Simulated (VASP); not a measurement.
A run of VASP 6.6.1 is set up as follows.

The input INCAR:

```
SYSTEM = HfIn4SiO6
ALGO = Normal ; EDIFF = 1E-6
ENCUT = 520 ; GGA = RP
ISIF = 2 ; ISMEAR = -1
LASPH = .TRUE. ; LCHARG = .FALSE.
LREAL = .FALSE. ; LWAVE = .FALSE.
NBANDS = 63 ; NELM = 100
PREC = Accurate ; SIGMA = 0.05
```

Contents of KPOINTS:

```
k-points
0
G
  6 6 4
  0 0 0
```

POSCAR

```
HfIn4SiO6
1.0
    2.7158500000     -4.7035700000      0.0083300000
    2.7158500000      4.7035700000      0.0083300000
   -1.8791500000      0.0000000000      7.4012700000
Hf In Si O
1 4 1 6
Direct
    0.7883500000      0.2116500000      0.0000000000
    0.6217500000      0.3782500000      0.5000000000
    0.4550200000      0.5449800000      0.0000000000
    0.2840700000      0.7159300000      0.5000000000
    0.9581400000      0.0418600000      0.5000000000
    0.1216800000      0.8783200000      0.0000000000
    0.0621900000      0.1141500000      0.8666600000
    0.8858500000      0.9378100000      0.1333400000
    0.7949000000      0.5378400000      0.8666300000
    0.4621600000      0.2051000000      0.1333700000
    0.1535200000      0.6287900000      0.1333300000
    0.3712100000      0.8464800000      0.8666700000
```

Potentials or basis: VASP PAW PBE potentials, release 64 (Hf_pv, In_d, Si, O).

Command:

```bash
$ cat potpaw_PBE.64/Hf_pv/POTCAR potpaw_PBE.64/In_d/POTCAR potpaw_PBE.64/Si/POTCAR potpaw_PBE.64/O/POTCAR > POTCAR
$ mpirun -np 1 vasp_std > vasp.out
```

**Question.** Predict the pressure.

**Answer.** 2.6 GPa.

**Question.** Estimate the band gap on the k mesh.

**Answer.** Zero (bands 51 and 52 overlap by 1.84 eV).

**Question.** What does it give for the largest force?

**Answer.** 0.147 eV/Å.

Forces on the atoms (eV/Å):
```
Hf   0.000  0.008  0.000
In   0.000  0.012  0.000
In   0.000  0.000  0.000
In   0.000 -0.039  0.000
In   0.000  0.027  0.000
Si   0.000  0.004  0.000
O   -0.037  0.099 -0.096
O    0.037  0.099  0.096
O   -0.067 -0.088 -0.097
O    0.067 -0.088  0.097
O   -0.100 -0.018  0.098
O    0.100 -0.018 -0.098
```

Caveat: the PAW data sets were made with another functional, which shifts forces and pressure a little; spin-orbit coupling is left out, which moves the levels of the heavy elements.
